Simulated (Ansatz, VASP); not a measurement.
# Na2CdAuC6N6 in VASP and in Ansatz

```
Na Cd C Au N
1.0
     0.00000    5.17850    5.17850
     5.17850    0.00000    5.17850
     5.17850    5.17850    0.00000
Na Cd C Au N
2 1 6 1 6
Direct
  0.25000 0.25000 0.25000
  0.75000 0.75000 0.75000
  0.00000 0.00000 0.00000
  0.80680 0.19320 0.19320
  0.19320 0.80680 0.19320
  0.19320 0.19320 0.80680
  0.19320 0.80680 0.80680
  0.80680 0.19320 0.80680
  0.80680 0.80680 0.19320
  0.50000 0.50000 0.50000
  0.69383 0.30617 0.30617
  0.30617 0.69383 0.30617
  0.30617 0.30617 0.69383
  0.30617 0.69383 0.69383
  0.69383 0.30617 0.69383
  0.69383 0.69383 0.30617
```

Alike in both runs: task single point; functional PBE; k mesh 4 × 4 × 4; occupations gaussian, width 0.1 eV; collinear spin.

|  | VASP | Ansatz |
| --- | --- | --- |
| version | VASP 6.6.1 | Ansatz 0.2.0 |
| potentials or method | VASP PAW PBE potentials, release 64 (Na_pv, Cd, C, Au, N), cutoff 520 eV | scalar-relativistic, plane waves, PAW |
| valence electrons in the cell | 91 | 111 |

|  | VASP | Ansatz | Ansatz less VASP |
| --- | --- | --- | --- |
| gap on the k mesh at the Fermi level (eV) | none | none | - |
| pressure (GPa) | 25.8 | 25.1 | -0.72 |
| rms of the force components (eV/Å) | 1.891 | 2.087 | +0.1961 |
| net moment per atom (μB) | 0.00 | 0.08 | +0.081 |
| size of the moment on the site where the two differ most (μB) | 0.00 | 0.57 | +0.571 |

Site moments also hang on the region over which each program counts them. Atom by atom the forces differ by 0.200 eV/Å (rms over components). A gap of «none» marks a metal or a gap that the smearing closes. VASP's potentials hold 91 valence electrons a cell and Ansatz's 111, so a difference there can come from the potentials and not from the codes.

Neither program's run includes spin-orbit coupling. Noted on VASP's run: the standard files for N, O and F lose accuracy on very short bonds.
